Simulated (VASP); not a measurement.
SiO2: relaxation of cell and atoms with LDA

Crystal: SiO2.

```
Si O
1.0
     4.97200    0.00000    0.00000
     0.00000    4.97200    0.00000
     0.00000    0.00000    6.92200
Si O
4 8
Direct
  0.30030 0.30030 0.00000
  0.19970 0.80030 0.25000
  0.69970 0.69970 0.50000
  0.80030 0.19970 0.75000
  0.23920 0.10440 0.17870
  0.39560 0.73920 0.42870
  0.76080 0.89560 0.67870
  0.60440 0.26080 0.92870
  0.73920 0.39560 0.57130
  0.89560 0.76080 0.32130
  0.26080 0.60440 0.07130
  0.10440 0.23920 0.82130
```

- Program: VASP 6.6.1
- Task: relaxation of cell and atoms
- Functional: LDA
- Potentials or basis: VASP PAW LDA potentials, release 64 (Si, O)
- Cutoff: 600 eV
- k mesh: 5 × 5 × 4
- Occupations: gaussian, width 0.01 eV
- Spin: no spin polarisation
- Dipole correction: no
- Further INCAR settings: ALGO = Normal; EDIFF = 1e-06; IBRION = 2; EDIFFG = -0.002; NSW = 80; ISIF = 3

```
Relaxed volume                        : 13.81 Å³/atom
Relaxed cell                          : a = 4.927 Å, b = 4.927 Å, c = 6.831 Å, α = 90.00°, β = 90.00°, γ = 90.00°
Space group after relaxing (to 0.1 Å) : P4_12_12 (No. 92)
Energy gained by relaxing             : 1.4 meV/atom
Ionic steps                           : 67
Pressure after relaxing               : 0.0 GPa
Band gap on the k mesh                : 5.57 eV
```

The path:
```csv
step,energy change (eV),largest force (eV/Å),pressure (GPa),volume (Å³)
1,0.0000,0.1282,1.54,171.12
3,-0.0078,0.0266,-0.05,172.48
5,-0.0078,0.0470,-0.04,172.39
7,-0.0080,0.0289,-0.05,172.37
9,-0.0087,0.0379,-0.13,172.05
11,-0.0088,0.0443,-0.18,171.82
13,-0.0094,0.0472,0.04,171.30
15,-0.0097,0.0532,0.38,170.46
17,-0.0109,0.0667,0.40,169.77
19,-0.0139,0.1211,0.44,167.06
21,-0.0152,0.0635,0.00,166.92
23,-0.0159,0.0320,-0.28,166.82
25,-0.0164,0.0180,0.04,166.34
27,-0.0165,0.0117,0.04,166.32
29,-0.0165,0.0080,-0.07,166.38
31,-0.0166,0.0149,-0.03,166.31
33,-0.0166,0.0045,0.03,166.23
35,-0.0166,0.0090,-0.03,166.26
37,-0.0166,0.0030,-0.02,166.26
39,-0.0166,0.0035,-0.02,166.25
41,-0.0166,0.0043,0.00,166.21
43,-0.0166,0.0033,0.02,166.19
45,-0.0166,0.0014,-0.02,166.20
47,-0.0166,0.0044,-0.01,166.19
49,-0.0166,0.0048,-0.01,166.17
51,-0.0166,0.0075,0.00,166.11
53,-0.0167,0.0103,0.03,166.01
55,-0.0167,0.0034,0.03,165.95
57,-0.0167,0.0055,0.04,165.91
59,-0.0167,0.0041,-0.01,165.88
61,-0.0167,0.0042,-0.02,165.87
63,-0.0167,0.0076,-0.01,165.84
65,-0.0167,0.0051,-0.01,165.83
67,-0.0167,0.0013,0.01,165.78
```

Final structure:
```
CELL_PARAMETERS angstrom
4.92651 0.00000 0.00000
0.00000 4.92651 0.00000
0.00000 0.00000 6.83050
ATOMIC_POSITIONS crystal
Si 0.30722 0.30722 0.00000
Si 0.19278 0.80722 0.25000
Si 0.69278 0.69278 0.50000
Si 0.80722 0.19278 0.75000
O 0.23628 0.11834 0.18556
O 0.38166 0.73628 0.43556
O 0.76372 0.88166 0.68556
O 0.61834 0.26372 0.93556
O 0.73628 0.38166 0.56444
O 0.88166 0.76372 0.31444
O 0.26372 0.61834 0.06444
O 0.11834 0.23628 0.81444
```

Levels at points of the mesh, in eV from the valence-band top:
| k point | band 29 | band 30 | band 31 | band 32 | band 33 | band 34 | band 35 | band 36 |
| --- | --- | --- | --- | --- | --- | --- | --- | --- |
| (0.00, 0.00, 0.00) | -0.69 | -0.33 | -0.33 | 0.00 | 5.57 | 8.60 | 8.60 | 9.22 |
| (0.00, 0.00, 0.50) | -0.57 | -0.57 | -0.39 | -0.39 | 6.87 | 6.87 | 9.13 | 9.13 |

Run time: 26 min on 1 thread of Intel(R) Xeon(R) Platinum 8559C (Emerald Rapids) (shared host), peak memory 0.27 GiB.

A k mesh can miss the band edges.
